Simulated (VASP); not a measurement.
# ZrTi (P-6m2) in VASP: further runs, part 2 of 3

VASP 6.6.1. Earlier steps stand in the parts before.

**3. Single point, LDA**

File INCAR:

```
SYSTEM = ZrTi
ALGO     = Normal         ! electronic algorithm
EDIFF    = 1E-6           ! SCF threshold, eV
ENCUT    = 500            ! plane-wave cutoff, eV
GGA      = CA             ! functional
GGA_COMPAT= .FALSE.      
ISIF     = 2              ! what is computed and relaxed
ISMEAR   = -1             ! smearing method
LASPH    = .TRUE.         ! aspherical terms in the spheres
LCHARG   = .FALSE.        ! write CHGCAR
LREAL    = .FALSE.        ! projectors in reciprocal space
LWAVE    = .FALSE.        ! write WAVECAR
NBANDS   = 19             ! bands
NELM     = 120            ! most SCF steps
PREC     = Accurate       ! precision mode
SIGMA    = 0.1            ! smearing width, eV
```

File KPOINTS:

```
k-points
0
G
  4 4 3
  0 0 0
```

File POSCAR:

```
ZrTi
1.0
    3.1089940000      0.0000000000      0.0000000000
   -1.5544970000      2.6924677842      0.0000000000
    0.0000000000      0.0000000000      4.9204670000
Zr Ti
1 1
Direct
    0.0000000000      0.0000000000      0.0000000000
    0.3333333333      0.6666666667      0.5000000000
```

Potentials or basis: VASP PAW LDA potentials, release 64 (Zr_sv, Ti_sv).

On the command line:

```console
> cat potpaw_LDA.64/Zr_sv/POTCAR potpaw_LDA.64/Ti_sv/POTCAR > POTCAR
> mpirun -np 1 vasp_std > vasp.out
```

OUTCAR:

```text
SYSTEM = ZrTi
   EDIFF = 1E-6
   ENCUT = 500
   GGA = CA
   ISIF = 2
   ISMEAR = -1
   LASPH = .TRUE.
   LREAL = .FALSE.
   NELM = 120
   PREC = Accurate

 ion  position               nearest neighbor table
   1  0.000  0.000  0.000-   2 3.05   2 3.05   2 3.05   2 3.05   2 3.05   2 3.05
   2  0.333  0.667  0.500-   1 3.05   1 3.05   1 3.05   1 3.05   1 3.05   1 3.05

  LATTYP: Found a hexagonal cell.
 ALAT       =     3.1089940000
 C/A-ratio  =     1.5826556758

  Lattice vectors:

 A1 = (   3.1089940000,   0.0000000000,   0.0000000000)
 A2 = (  -1.5544970000,   2.6924677842,   0.0000000000)
 A3 = (   0.0000000000,   0.0000000000,   4.9204670000)

Analysis of symmetry for initial positions (statically):
=====================================================================
 Subroutine PRICEL returns:
 Original cell was already a primitive cell.

 Routine SETGRP: Setting up the symmetry group for a
 hexagonal supercell.

 Subroutine GETGRP returns: Found 12 space group operations
 (whereof 12 operations were pure point group operations)
 out of a pool of 24 trial point group operations.

The static configuration has the point symmetry D_3h.

Analysis of symmetry for dynamics (positions and initial velocities):
=====================================================================
 Subroutine PRICEL returns:
 Original cell was already a primitive cell.

 Routine SETGRP: Setting up the symmetry group for a
 hexagonal supercell.

 Subroutine GETGRP returns: Found 12 space group operations
 (whereof 12 operations were pure point group operations)
 out of a pool of 24 trial point group operations.

The dynamic configuration has the point symmetry D_3h.

 Subroutine INISYM returns: Found 12 space group operations
 (whereof 12 operations are pure point group operations),
 and found     1 'primitive' translations

----------------------------------------------------------------------------------------

                                     Primitive cell

  volume of cell :      41.1886

  direct lattice vectors                    reciprocal lattice vectors
     3.108994000  0.000000000  0.000000000     0.321647453  0.185703243  0.000000000
    -1.554497000  2.692467784  0.000000000     0.000000000  0.371406487  0.000000000
     0.000000000  0.000000000  4.920467000     0.000000000  0.000000000  0.203232742

  length of vectors
     3.108994000  3.108994000  4.920467000     0.371406487  0.371406487  0.203232742

  position of ions in fractional coordinates (direct lattice)
     0.000000000  0.000000000  0.000000000
     0.333333333  0.666666667  0.500000000

  ion indices of the primitive-cell ions
   primitive index   ion index
                 1           1
                 2           2

----------------------------------------------------------------------------------------

 KPOINTS: k-points

Automatic generation of k-mesh.
 Grid dimensions read from file:
 generate k-points for:    4    4    3

 Generating k-lattice:

  Cartesian coordinates                     Fractional coordinates (reciprocal lattice)
     0.080411863  0.046425811  0.000000000     0.250000000  0.000000000  0.000000000
     0.000000000  0.092851622  0.000000000     0.000000000  0.250000000  0.000000000
     0.000000000  0.000000000  0.067744247     0.000000000  0.000000000  0.333333333

  Length of vectors
     0.092851622  0.092851622  0.067744247

  Shift w.r.t. Gamma in fractional coordinates (k-lattice)
     0.000000000  0.000000000  0.000000000

 Subroutine IBZKPT returns following result:
 ===========================================

 Found      8 irreducible k-points:

 Following reciprocal coordinates:
            Coordinates               Weight
  0.000000  0.000000  0.000000      1.000000
  0.250000  0.000000  0.000000      6.000000
  0.500000  0.000000  0.000000      3.000000
  0.250000  0.250000  0.000000      6.000000
  0.000000  0.000000  0.333333      2.000000
  0.250000  0.000000  0.333333     12.000000
  0.500000  0.000000  0.333333      6.000000
  0.250000  0.250000  0.333333     12.000000
   k-points           NKPTS =      8   k-points in BZ     NKDIM =      8   number of bands    NBANDS=     19
   number of dos      NEDOS =    301   number of ions     NIONS =      2
   total plane-waves  NPLWV =  20736
   dimension x,y,z NGX =    24 NGY =   24 NGZ =   36
   dimension x,y,z NGXF=    48 NGYF=   48 NGZF=   72
   ions per type =               1   1
   NGX,Y,Z   is equivalent  to a cutoff of  12.83, 12.83, 12.16 a.u.
   NGXF,Y,Z  is equivalent  to a cutoff of  25.67, 25.67, 24.33 a.u.
 SYSTEM =  ZrTi
   PREC   = accura    normal or accurate (medium, high low for compatibility)
   ISTART =      0    job   : 0-new  1-cont  2-samecut
   ICHARG =      2    charge: 1-file 2-atom 10-const
   ISPIN  =      1    spin polarized calculation?
   LNONCOLLINEAR =      F non collinear calculations
   LSORBIT =      F    spin-orbit coupling
   LASPH  =      T    aspherical Exc in radial PAW
   ENCUT  =  500.0 eV  36.75 Ry    6.06 a.u.   5.67  5.67  8.97*2*pi/ulx,y,z
   NELM   =    120;   NELMIN=  2; NELMDL= -5     # of ELM steps
   EDIFF  = 0.1E-05   stopping-criterion for ELM
   LREAL  =      F    real-space projection
   EDIFFG = 0.1E-04   stopping-criterion for IOM
   NSW    =      0    number of steps for IOM
   IBRION =     -1    ionic relax: 0-MD 1-quasi-New 2-CG
   NFREE  =      0    steps in history (QN), initial steepest desc. (CG)
   ISIF   =      2    stress and relaxation
   ISYM   =      2    0-nonsym 1-usesym 2-fastsym
   POTIM  = 0.5000    time-step for ionic-motion
   TEBEG  =    0.0;   TEEND  =   0.0 temperature during run
   PSTRESS=    0.0 pullay stress
   NELECT =      24.0000    total number of electrons
   NUPDOWN=      -1.0000    fix difference up-down
   EMIN   =  10.00;   EMAX   =-10.00  energy-range for DOS
   EFERMI =   0.00;   METHOD = LEGACY
   ISMEAR =    -1;   SIGMA  =   0.10  broadening in eV -4-tet -1-fermi 0-gaus
   EFERMI_NEDOS =   21; number of points for ismear=-14 and -15
   IALGO  =     38    algorithm
   IMIX   =      4    mixing-type and parameters
     AMIX     =   0.40;   BMIX     =  1.00
     AMIX_MAG =   1.60;   BMIX_MAG =  1.00
  volume/ion in A,a.u.               =      20.59       138.98
  Fermi-wavevector in a.u.,A,eV,Ry     =   1.367371  2.583956 25.438857  1.869703
  Thomas-Fermi vector in A             =   2.493429
   LORBIT       =      0    0 simple, 1 ext, 2 COOP (PROOUT), +10 PAW based schemes
   GGA     = CA    functional components
   LHFCALC =     F    Hartree Fock is set to
   AEXX    =    0.0000 exact exchange contribution
   IVDW    =     0    specifies the selected vdW correction
   LEPSILON=     F    determine dielectric tensor
   LRPA    =     F    only Hartree local field effects (RPA)
 non-spin polarized calculation
  energy-cutoff  :      500.00
  volume of cell :       41.19
 maximum number of plane-waves:      1085
 NGX is ok and might be reduce to    24
   NGX = 11   NGY = 11   NGZ = 17

 number of electron      24.0000003 magnetization

 Free energy of the ion-electron system (eV)
  ---------------------------------------------------
  ext. energy  EPLUGINS =         0.00000000
  ---------------------------------------------------
  free energy    TOTEN  =       -17.59574981 eV

  energy without entropy =      -17.50175650  energy(sigma->0) =      -17.54875315

 E-fermi :   8.2283     XC(G=0): -11.4407

 val. band max:        8.0185436192   @ k =   0.2500   0.0000   0.3333
 cond. band min:       8.2457870424   @ k =   0.2500   0.2500   0.3333
 fundamental gap:      0.2272434232
 Fermi energy:         8.2283331804

 k-point     1 :       0.0000    0.0000    0.0000
  band No.  band energies     occupation
      1     -48.0073      2.00000
      2     -39.9805      2.00000
      3     -24.7024      2.00000
      4     -24.4526      2.00000
      5     -24.4526      2.00000
      6     -18.2201      2.00000
[... 11 lines left out ...]
     18       9.7965      0.00000
     19      12.5132      0.00000
[... 133 lines left out ...]
 k-point     8 :       0.2500    0.2500    0.3333
  band No.  band energies     occupation
      1     -47.9696      2.00000
      2     -39.8434      2.00000
      3     -24.6765      2.00000
      4     -24.6498      2.00000
      5     -24.5708      2.00000
      6     -18.4371      2.00000
[... 11 lines left out ...]
     18      12.0198      0.00000
     19      13.8339      0.00000

------------------------ aborting loop because EDIFF is reached ----------------------------------------

  FORCE on cell =-STRESS in cart. coord.  units (eV):
  Direction    XX          YY          ZZ          XY          YZ          ZX
  --------------------------------------------------------------------------------------
  -------------------------------------------------------------------------------------
  Total       -1.2822814     -1.2822814     -2.6856595     -0.0000000     -0.0000000      0.0000000
  in kB      -49.8789391    -49.8789391   -104.4683662     -0.0000000     -0.0000000      0.0000000
  external PRESSURE =     -68.0754148 kB  Pullay stress =       0.0000000 kB

 VOLUME and BASIS-vectors are now :
 -----------------------------------------------------------------------------
  energy-cutoff  :      500.00
  volume of cell :       41.19
      direct lattice vectors                 reciprocal lattice vectors
     3.108994000  0.000000000  0.000000000     0.321647453  0.185703243  0.000000000
    -1.554497000  2.692467784  0.000000000     0.000000000  0.371406487  0.000000000
     0.000000000  0.000000000  4.920467000     0.000000000  0.000000000  0.203232742

 POSITION                                       TOTAL-FORCE (eV/Angst)
 -----------------------------------------------------------------------------------
      0.00000      0.00000      0.00000         0.000000     -0.000000      0.000000
     -0.00000      1.79498      2.46023        -0.000000      0.000000      0.000000
 -----------------------------------------------------------------------------------
    total drift:                                0.000000     -0.000000     -0.000000

  FREE ENERGIE OF THE ION-ELECTRON SYSTEM (eV)
  ---------------------------------------------------
  free  energy   TOTEN  =       -17.5957498059 eV

  energy  without entropy=      -17.5017565009  energy(sigma->0) =      -17.54875315
```

It took 6.1 s on 1 thread of Intel Xeon Platinum 8375C at 2.90GHz (Ice Lake), shared host; peak memory 0.13 GiB.

What came out:

```yaml
Free_energy: -17.5957 eV
Pressure: -6.8 GPa
Band_gap_on_the_k_mesh: zero (bands 12 and 13 overlap by 0.77 eV)
```

Stress tensor (GPa, compression positive):
```
 -4.99   0.00   0.00
  0.00  -4.99   0.00
  0.00   0.00 -10.45
```

Caveat: the k points lie up to 0.58 Å⁻¹ apart, too coarse for converged energies and pressures of a metal.

**4. Single point, LDA**

File INCAR:

```
SYSTEM = ZrTi
  PREC = Accurate
  ENCUT = 500
  EDIFF = 1E-6
  ISMEAR = -1
  SIGMA = 0.1
  LREAL = .FALSE.
  LASPH = .TRUE.
  NELM = 120
  ALGO = Normal
  ISIF = 2
  LWAVE = .FALSE.
  LCHARG = .FALSE.
  GGA = CA
  NBANDS = 19
  GGA_COMPAT = .FALSE.
```

File KPOINTS:

```
regular mesh
0
G
  5 5 3
  0 0 0
```

POSCAR is that of step 3.

Potentials or basis: VASP PAW LDA potentials, release 64 (Zr_sv, Ti_sv).

On the command line:

```console
> cat potpaw_LDA.64/Zr_sv/POTCAR potpaw_LDA.64/Ti_sv/POTCAR > POTCAR
> mpirun -np 1 vasp_std > vasp.out
```

OUTCAR:

```text
SYSTEM = ZrTi
   PREC = Accurate
   ENCUT = 500
   EDIFF = 1E-6
   ISMEAR = -1
   LREAL = .FALSE.
   LASPH = .TRUE.
   NELM = 120
   ISIF = 2
   GGA = CA

 ion  position               nearest neighbor table
   1  0.000  0.000  0.000-   2 3.05   2 3.05   2 3.05   2 3.05   2 3.05   2 3.05
   2  0.333  0.667  0.500-   1 3.05   1 3.05   1 3.05   1 3.05   1 3.05   1 3.05

  LATTYP: Found a hexagonal cell.
 ALAT       =     3.1089940000
 C/A-ratio  =     1.5826556758

  Lattice vectors:

 A1 = (   3.1089940000,   0.0000000000,   0.0000000000)
 A2 = (  -1.5544970000,   2.6924677842,   0.0000000000)
 A3 = (   0.0000000000,   0.0000000000,   4.9204670000)

Analysis of symmetry for initial positions (statically):
=====================================================================
 Subroutine PRICEL returns:
 Original cell was already a primitive cell.

 Routine SETGRP: Setting up the symmetry group for a
 hexagonal supercell.

 Subroutine GETGRP returns: Found 12 space group operations
[... 145 lines left out ...]
  ---------------------------------------------------
  free energy    TOTEN  =       -17.64441113 eV

  energy without entropy =      -17.56064145  energy(sigma->0) =      -17.60252629

 E-fermi :   8.2434     XC(G=0): -11.4392

 val. band max:        8.1878676045   @ k =   0.2000   0.0000   0.3333
 cond. band min:       8.4346198248   @ k =   0.0000   0.0000   0.3333
 fundamental gap:      0.2467522203
 Fermi energy:         8.2434329246

 k-point     1 :       0.0000    0.0000    0.0000
  band No.  band energies     occupation
      1     -48.0033      2.00000
      2     -39.9685      2.00000
      3     -24.7053      2.00000
      4     -24.4455      2.00000
      5     -24.4455      2.00000
      6     -18.1984      2.00000
[... 197 lines left out ...]
      6     -18.4970      2.00000
[... 11 lines left out ...]
     18      12.2473      0.00000
     19      13.7756      0.00000

------------------------ aborting loop because EDIFF is reached ----------------------------------------

  FORCE on cell =-STRESS in cart. coord.  units (eV):
  Direction    XX          YY          ZZ          XY          YZ          ZX
  --------------------------------------------------------------------------------------
  -------------------------------------------------------------------------------------
  Total       -1.6919206     -1.6919206     -2.2030596      0.0000000      0.0000000     -0.0000000
  in kB      -65.8133263    -65.8133263    -85.6959138      0.0000000      0.0000000     -0.0000000
  external PRESSURE =     -72.4408555 kB  Pullay stress =       0.0000000 kB

 VOLUME and BASIS-vectors are now :
 -----------------------------------------------------------------------------
  energy-cutoff  :      500.00
  volume of cell :       41.19
      direct lattice vectors                 reciprocal lattice vectors
     3.108994000  0.000000000  0.000000000     0.321647453  0.185703243  0.000000000
    -1.554497000  2.692467784  0.000000000     0.000000000  0.371406487  0.000000000
     0.000000000  0.000000000  4.920467000     0.000000000  0.000000000  0.203232742

 POSITION                                       TOTAL-FORCE (eV/Angst)
 -----------------------------------------------------------------------------------
      0.00000      0.00000      0.00000        -0.000000      0.000000      0.000000
     -0.00000      1.79498      2.46023         0.000000      0.000000      0.000000
 -----------------------------------------------------------------------------------
    total drift:                                0.000000     -0.000000     -0.000000

  FREE ENERGIE OF THE ION-ELECTRON SYSTEM (eV)
  ---------------------------------------------------
  free  energy   TOTEN  =       -17.6444111283 eV

  energy  without entropy=      -17.5606414514  energy(sigma->0) =      -17.60252629
```

Run time: 7.1 s. Hardware: 1 thread of Intel Xeon Platinum 8375C at 2.90GHz (Ice Lake), shared host; peak memory 0.13 GiB.

Results:

```yaml
Free_energy: -17.6444 eV
Pressure: -7.2 GPa
Band_gap_on_the_k_mesh: zero (bands 12 and 13 overlap by 0.85 eV)
```

Stress tensor (GPa, compression positive):
```
-6.58  0.00  0.00
 0.00 -6.58  0.00
 0.00  0.00 -8.57
```

Caveat: the k points lie up to 0.47 Å⁻¹ apart, too coarse for converged energies and pressures of a metal.

(Part 2 of 3 ends here.)
